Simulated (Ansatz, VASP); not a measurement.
## One calculation of Ag, two programs

Contents of INCAR:

```
SYSTEM = Ag
PREC = Accurate
ENCUT = 520
EDIFF = 1E-7
ISMEAR = 0
SIGMA = 0.15
LREAL = .False.
LASPH = .True.
NELM = 60
ALGO = Normal
ISIF = 2
LWAVE = .False.
LCHARG = .False.
GGA = PS
NBANDS = 12
```

Contents of KPOINTS:

```
regular mesh
0
Gamma
  20 20 20
  0 0 0
```

The input POSCAR:

```
Ag
1.0
    0.0000000000      2.0431000000      2.1043930000
    2.0431000000      0.0000000000      2.1043930000
    2.0431000000      2.0431000000      0.0000000000
Ag
1
Direct
    0.0000000000      0.0000000000      0.0000000000
```

Input for Ansatz:

```yaml
crystal:
  lattice:
    - [0.0, 2.0431, 2.104393]
    - [2.0431, 0.0, 2.104393]
    - [2.0431, 2.0431, 0.0]
  atoms:
    - { symbol: Ag, position: [0.0, 0.0, 0.0] }
basis:
  ecutwfc: 420
kpoints:
  mp_grid: { grid: [20, 20, 20] }
hamiltonian:
  xc: pbesol
scf:
  occupations: { method: gaussian, width: 0.15 }
output:
  forces: true
  stress: true
  eigenvalues: true
```

Change from the starting cell: strain +0.000 along x and y, +0.030 along z, atoms carried along.

Alike in both runs: task single point; functional PBEsol; k mesh 20 × 20 × 20; occupations gaussian, width 0.15 eV; no spin polarisation.

|  | VASP | Ansatz |
| --- | --- | --- |
| version | VASP 6.6.1 | Ansatz 0.2.0 |
| potentials or method | VASP PAW PBE potentials, release 64 (Ag), cutoff 520 eV | scalar-relativistic, plane waves, PAW |
| valence electrons in the cell | 11 | 19 |

Ansatz gave:

| Item | Value |
| --- | --- |
| gap on the k mesh at the Fermi level (eV) | none |
| pressure (GPa) | -5.4 |
| traceless stress, the component that is largest in VASP (GPa) | -0.78 |

Q: What did VASP give for the same quantities?

A: gap on the k mesh at the Fermi level (eV): none; pressure (GPa): -5.6; traceless stress, the component that is largest in VASP (GPa): -0.77.

VASP's potentials were made for PBE, not for PBEsol. A gap of «none» marks a metal or a gap that the smearing closes. The functional is the same, so the differences come from potentials, cutoffs and numerics. VASP's potentials hold 11 valence electrons a cell and Ansatz's 19, so a difference there can come from the potentials and not from the codes.
